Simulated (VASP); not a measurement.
# BaF2 (Fm-3m) in VASP: single point with PBE

Aim: the single point of BaF2 with PBE.

Program: VASP 6.6.1. These are calculated values, not measurements. Logs are shortened: lines on timing, memory, paths and dates and some standing lists are left out, and cuts for length are marked.

## 1. The cell of the first run

The structure is cubic, space group Fm-3m (No. 225). The conventional cell has a = 6.246 Å, b = 6.246 Å, c = 6.246 Å, α = 90.00°, β = 90.00°, γ = 90.00°. Ba (site symmetry m-3m) has 8 F at 2.70 Å within 3.6 Å. F (site symmetry -43m) has 4 Ba at 2.70 Å and 6 F at 3.12 Å within 3.6 Å.

## 2. Single point, PBE, non-collinear spin, zero start, spin-orbit coupling

INCAR

```
ALGO = Normal ; EDIFF = 1E-6
ENCUT = 600 ; GGA = PE
GGA_COMPAT = F ; ISIF = 2
ISMEAR = -1 ; LASPH = T
LCHARG = F ; LORBIT = 11
LORBMOM = T ; LREAL = F
LSORBIT = T ; LWAVE = F
MAGMOM = 0 0 0 0 0 0 0 0 0 ; NBANDS = 37
NELM = 200 ; PREC = Accurate
SIGMA = 0.02
```

KPOINTS

```
k-points
0
Gamma
  7 7 7
```

POSCAR

```
BaF2
1.0
    0.0000000000      3.1230132130      3.1230132130
    3.1230132130      0.0000000000      3.1230132130
    3.1230132130      3.1230132130      0.0000000000
Ba F
1 2
Direct
    0.0000000000      0.0000000000      0.0000000000
    0.2500000000      0.2500000000      0.2500000000
    0.7500000000      0.7500000000      0.7500000000
```

Potentials or basis: VASP PAW PBE potentials, release 64 (Ba_sv, F).

On the command line:

```sh
cat potpaw_PBE.64/Ba_sv/POTCAR potpaw_PBE.64/F/POTCAR > POTCAR
mpirun -np 1 vasp_ncl > vasp.out
```

OUTCAR:

```text
EDIFF = 1E-6
   ENCUT = 600
   GGA = PE
   ISIF = 2
   ISMEAR = -1
   LASPH = T
   LORBIT = 11
   LREAL = F
   LSORBIT = T
   NELM = 200
   PREC = Accurate

 ion  position               nearest neighbor table
   1  0.000  0.000  0.000-   3 2.70   3 2.70   3 2.70   2 2.70   3 2.70   2 2.70   2 2.70   2 2.70

   2  0.250  0.250  0.250-   1 2.70   1 2.70   1 2.70   1 2.70
   3  0.750  0.750  0.750-   1 2.70   1 2.70   1 2.70   1 2.70

  LATTYP: Found a face centered cubic cell.
 ALAT       =     6.2460264260

  Lattice vectors:

 A1 = (   0.0000000000,   3.1230132130,   3.1230132130)
 A2 = (   3.1230132130,   0.0000000000,   3.1230132130)
 A3 = (   3.1230132130,   3.1230132130,   0.0000000000)

Analysis of symmetry for initial positions (statically):
=====================================================================
 Subroutine PRICEL returns:
 Original cell was already a primitive cell.

 Routine SETGRP: Setting up the symmetry group for a
 face centered cubic supercell.

 Subroutine GETGRP returns: Found 48 space group operations
 (whereof 48 operations were pure point group operations)
 out of a pool of 48 trial point group operations.

The static configuration has the point symmetry O_h .

Analysis of symmetry for dynamics (positions and initial velocities):
=====================================================================
 Subroutine PRICEL returns:
 Original cell was already a primitive cell.

 Routine SETGRP: Setting up the symmetry group for a
 face centered cubic supercell.

 Subroutine GETGRP returns: Found 48 space group operations
 (whereof 48 operations were pure point group operations)
 out of a pool of 48 trial point group operations.

The dynamic configuration has the point symmetry O_h .

Analysis of structural, dynamic, and magnetic symmetry:
=====================================================================
 Subroutine PRICEL returns:
 Original cell was already a primitive cell.

 Routine SETGRP: Setting up the symmetry group for a
 face centered cubic supercell.

 Subroutine GETGRP returns: Found 48 space group operations
 (whereof 48 operations were pure point group operations)
 out of a pool of 48 trial point group operations.

The overall configuration has the point symmetry O_h .

 Subroutine INISYM returns: Found 48 space group operations
 (whereof 48 operations are pure point group operations),
 and found     1 'primitive' translations

----------------------------------------------------------------------------------------

                                     Primitive cell

  volume of cell :      60.9188

  direct lattice vectors                    reciprocal lattice vectors
     0.000000000  3.123013213  3.123013213    -0.160101788  0.160101788  0.160101788
     3.123013213  0.000000000  3.123013213     0.160101788 -0.160101788  0.160101788
     3.123013213  3.123013213  0.000000000     0.160101788  0.160101788 -0.160101788

  length of vectors
     4.416607641  4.416607641  4.416607641     0.277304432  0.277304432  0.277304432

  position of ions in fractional coordinates (direct lattice)
     0.000000000  0.000000000  0.000000000
     0.250000000  0.250000000  0.250000000
     0.750000000  0.750000000  0.750000000

  ion indices of the primitive-cell ions
   primitive index   ion index
                 1           1
                 2           2
                 3           3

----------------------------------------------------------------------------------------

 KPOINTS: k-points

Automatic generation of k-mesh.
 Grid dimensions read from file:
 generate k-points for:    7    7    7

 Generating k-lattice:

  Cartesian coordinates                     Fractional coordinates (reciprocal lattice)
    -0.022871684  0.022871684  0.022871684     0.142857143  0.000000000  0.000000000
     0.022871684 -0.022871684  0.022871684     0.000000000  0.142857143  0.000000000
     0.022871684  0.022871684 -0.022871684     0.000000000  0.000000000  0.142857143

  Length of vectors
     0.039614919  0.039614919  0.039614919

  Shift w.r.t. Gamma in fractional coordinates (k-lattice)
     0.000000000  0.000000000  0.000000000

 Subroutine IBZKPT returns following result:
 ===========================================

 Found     20 irreducible k-points:

 Following reciprocal coordinates:
            Coordinates               Weight
  0.000000  0.000000  0.000000      1.000000
  0.142857  0.000000  0.000000      8.000000
  0.285714  0.000000  0.000000      8.000000
  0.428571  0.000000  0.000000      8.000000
  0.142857  0.142857  0.000000      6.000000
  0.285714  0.142857  0.000000     24.000000
[... 12 lines left out ...]
 -0.428571  0.428571  0.142857     24.000000
[... 24 lines left out ...]
   NFREE  =      0    steps in history (QN), initial steepest desc. (CG)
   ISIF   =      2    stress and relaxation
   ISYM   =      2    0-nonsym 1-usesym 2-fastsym
   POTIM  = 0.5000    time-step for ionic-motion
   TEBEG  =    0.0;   TEEND  =   0.0 temperature during run
   PSTRESS=    0.0 pullay stress
   NELECT =      24.0000    total number of electrons
   NUPDOWN=      -1.0000    fix difference up-down
   EMIN   =  10.00;   EMAX   =-10.00  energy-range for DOS
   EFERMI =   0.00;   METHOD = LEGACY
   ISMEAR =    -1;   SIGMA  =   0.02  broadening in eV -4-tet -1-fermi 0-gaus
   EFERMI_NEDOS =   21; number of points for ismear=-14 and -15
   IALGO  =     38    algorithm
   IMIX   =      4    mixing-type and parameters
     AMIX     =   0.40;   BMIX     =  1.00
     AMIX_MAG =   1.60;   BMIX_MAG =  1.00
  volume/ion in A,a.u.               =      20.31       137.03
  Fermi-wavevector in a.u.,A,eV,Ry     =   1.200129  2.267916 19.596617  1.440311
  Thomas-Fermi vector in A             =   2.335974
   LORBIT       =     11    0 simple, 1 ext, 2 COOP (PROOUT), +10 PAW based schemes
   GGA     = PE    functional components
   LHFCALC =     F    Hartree Fock is set to
   AEXX    =    0.0000 exact exchange contribution
   IVDW    =     0    specifies the selected vdW correction
   LEPSILON=     F    determine dielectric tensor
   LRPA    =     F    only Hartree local field effects (RPA)
  energy-cutoff  :      600.00
  volume of cell :       60.92
 maximum number of plane-waves:      4170
   NGX = 17   NGY = 17   NGZ = 17

 number of electron      24.0000000 magnetization       0.0000000      0.0000000      0.0000000

 number of electron      24.0000013 magnetization      -0.0000000     -0.0000000      0.0000000

 number of electron      24.0000013 magnetization      -0.0000000      0.0000000      0.0000000

 Free energy of the ion-electron system (eV)
  ---------------------------------------------------
  ext. energy  EPLUGINS =         0.00000000
  ---------------------------------------------------
  free energy    TOTEN  =       -17.31934415 eV

  energy without entropy =      -17.31934415  energy(sigma->0) =      -17.31934415

 E-fermi :  -1.6528     XC(G=0):  -8.6012

 val. band max:       -2.1534482908   @ k =   0.2857   0.2857   0.0000
 cond. band min:       4.5052311647   @ k =   0.0000   0.0000   0.0000
 fundamental gap:      6.6586794555
 Fermi energy:        -1.6527869867

 k-point     1 :       0.0000    0.0000    0.0000
  band No.  band energies     occupation
      1     -25.3217      1.00000
      2     -25.3217      1.00000
      3     -21.0601      1.00000
      4     -21.0601      1.00000
      5     -21.0391      1.00000
      6     -21.0391      1.00000
[... 769 lines left out ...]
     35      11.5791      0.00000
     36      11.5791      0.00000
 [bands above 36 left out]

------------------------ aborting loop because EDIFF is reached ----------------------------------------

  FORCE on cell =-STRESS in cart. coord.  units (eV):
  Direction    XX          YY          ZZ          XY          YZ          ZX
  --------------------------------------------------------------------------------------
  -------------------------------------------------------------------------------------
  Total        0.3408514      0.3408514      0.3408514     -0.0000000      0.0000000     -0.0000000
  in kB        8.9644613      8.9644613      8.9644613     -0.0000000      0.0000000     -0.0000000
  external PRESSURE =       8.9644613 kB  Pullay stress =       0.0000000 kB

 VOLUME and BASIS-vectors are now :
 -----------------------------------------------------------------------------
  energy-cutoff  :      600.00
  volume of cell :       60.92
      direct lattice vectors                 reciprocal lattice vectors
     0.000000000  3.123013213  3.123013213    -0.160101788  0.160101788  0.160101788
     3.123013213  0.000000000  3.123013213     0.160101788 -0.160101788  0.160101788
     3.123013213  3.123013213  0.000000000     0.160101788  0.160101788 -0.160101788

 POSITION                                       TOTAL-FORCE (eV/Angst)
 -----------------------------------------------------------------------------------
      0.00000      0.00000      0.00000        -0.000000     -0.000000     -0.000000
      1.56151      1.56151      1.56151        -0.000000     -0.000000      0.000000
      4.68452      4.68452      4.68452         0.000000      0.000000      0.000000
 -----------------------------------------------------------------------------------
    total drift:                                0.000000      0.000000      0.000000

  FREE ENERGIE OF THE ION-ELECTRON SYSTEM (eV)
  ---------------------------------------------------
  free  energy   TOTEN  =       -17.3193441517 eV

  energy  without entropy=      -17.3193441517  energy(sigma->0) =      -17.31934415

 orbital moment (x)

 # of ion     p       d       tot
 ----------------------------------------
  1        -0.000   0.000   0.000
  2        -0.000   0.000  -0.000
  3         0.000   0.000   0.000
 ----------------------------------------
           -0.000   0.000  -0.000

 orbital moment (y)

 # of ion     p       d       tot
 ----------------------------------------
  1        -0.000   0.000   0.000
  2         0.000   0.000   0.000
  3        -0.000   0.000  -0.000
 ----------------------------------------
           -0.000   0.000  -0.000

 orbital moment (z)

 # of ion     p       d       tot
 ----------------------------------------
  1         0.000   0.000   0.000
  2         0.000   0.000   0.000
  3         0.000   0.000   0.000
 ----------------------------------------
            0.000   0.000   0.000

 Spin-Orbit-Coupling matrix elements

 Ion:    1  E_soc:     -0.3816612
 l=   1
     0.0000000    -0.0635103    -0.0635103
    -0.0635103     0.0000000    -0.0635103
    -0.0635103    -0.0635103     0.0000000
 l=   2
     0.0000000    -0.0000293     0.0000000    -0.0000293    -0.0000706
    -0.0000293     0.0000000    -0.0000530    -0.0000293    -0.0000177
     0.0000000    -0.0000530     0.0000000    -0.0000530     0.0000000
    -0.0000293    -0.0000293    -0.0000530     0.0000000    -0.0000177
    -0.0000706    -0.0000177     0.0000000    -0.0000177     0.0000000
 l=   3
     0.0000000     0.0000000     0.0000000     0.0000000     0.0000000     0.0000000     0.0000000
     0.0000000     0.0000000     0.0000000     0.0000000     0.0000000     0.0000000     0.0000000
     0.0000000     0.0000000     0.0000000     0.0000000     0.0000000     0.0000000     0.0000000
     0.0000000     0.0000000     0.0000000     0.0000000     0.0000000     0.0000000     0.0000000
[... 29 lines left out ...]
 l=   2
     0.0000000     0.0000000     0.0000000     0.0000000     0.0000000
     0.0000000     0.0000000     0.0000000     0.0000000     0.0000000
     0.0000000     0.0000000     0.0000000     0.0000000     0.0000000
     0.0000000     0.0000000     0.0000000     0.0000000     0.0000000
     0.0000000     0.0000000     0.0000000     0.0000000     0.0000000
 l=   3
     0.0000000     0.0000000     0.0000000     0.0000000     0.0000000     0.0000000     0.0000000
     0.0000000     0.0000000     0.0000000     0.0000000     0.0000000     0.0000000     0.0000000
     0.0000000     0.0000000     0.0000000     0.0000000     0.0000000     0.0000000     0.0000000
     0.0000000     0.0000000     0.0000000     0.0000000     0.0000000     0.0000000     0.0000000
     0.0000000     0.0000000     0.0000000     0.0000000     0.0000000     0.0000000     0.0000000
     0.0000000     0.0000000     0.0000000     0.0000000     0.0000000     0.0000000     0.0000000
     0.0000000     0.0000000     0.0000000     0.0000000     0.0000000     0.0000000     0.0000000

 total charge

# of ion       s       p       d       tot
------------------------------------------
    1        1.998   5.646   0.220   7.864
    2        1.730   4.360   0.000   6.090
    3        1.730   4.360   0.000   6.090
--------------------------------------------------
tot          5.457  14.367   0.220  20.044

 magnetization (x)

# of ion       s       p       d       tot
------------------------------------------
    1        0.000   0.000  -0.000   0.000
    2       -0.000   0.000   0.000   0.000
    3        0.000   0.000   0.000   0.000
--------------------------------------------------
tot          0.000   0.000  -0.000   0.000

 magnetization (y)

# of ion       s       p       d       tot
------------------------------------------
    1        0.000  -0.000  -0.000  -0.000
    2       -0.000   0.000   0.000  -0.000
    3        0.000   0.000   0.000   0.000
--------------------------------------------------
tot          0.000  -0.000  -0.000  -0.000

 magnetization (z)

# of ion       s       p       d       tot
------------------------------------------
    1        0.000  -0.000   0.000   0.000
    2        0.000   0.000   0.000   0.000
    3        0.000   0.000   0.000   0.000
--------------------------------------------------
tot          0.000  -0.000   0.000   0.000
```

It took 4.8 min on 1 thread of Oxide Virtual Turin-like, shared host; peak memory 0.38 GiB.

What came out:

```
Free energy                                           : -17.3193 eV
Pressure                                              : 0.9 GPa
Net moment                                            : 0.00 μB per cell
Valence electrons inside the program's atomic spheres : Ba 7.86; F 6.09
```

Moments on the atoms (μB; x, y, z):
```
Ba  0.00 0.00 0.00
F   0.00 0.00 0.00
F   0.00 0.00 0.00
```
